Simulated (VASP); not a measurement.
Sn, 1 atom in the cell. The structure is cubic, space group Fm-3m (No. 225). The conventional cell has a = 4.732 Å, b = 4.732 Å, c = 4.732 Å, α = 90.00°, β = 90.00°, γ = 90.00°. Within 4.4 Å of Sn (site symmetry m-3m) lie 12 Sn at 3.35 Å. This isn't the form of Sn at room conditions, which is tetragonal (white tin).

```yaml
Program: VASP 6.6.1
Task: single point
Functional: PBEsol
Potentials_or_basis: VASP PAW PBE potentials, release 64 (Sn_d)
Cutoff: 520 eV
k_mesh: 16 × 16 × 16
Occupations: gaussian, width 0.1 eV
Spin: no spin polarisation
Dipole_correction: no
Further_INCAR_settings: ALGO = Fast; EDIFF = 1e-06; NBANDS = 13
```

Potentials or basis: VASP PAW PBE potentials, release 64 (Sn_d).

Launch:

```bash
$ cat potpaw_PBE.64/Sn_d/POTCAR > POTCAR
$ mpirun -np 1 vasp_std > vasp.out
```

Hardware: 1 thread of Intel(R) Xeon(R) 6975P-C (Granite Rapids), with other jobs on the host.

Task: How long does it take, and how much memory?

Result: Run time: 27 s on 1 thread of Intel(R) Xeon(R) 6975P-C (Granite Rapids) (shared host), peak memory 0.18 GiB. Counts: scf iterations 12, k points 145.
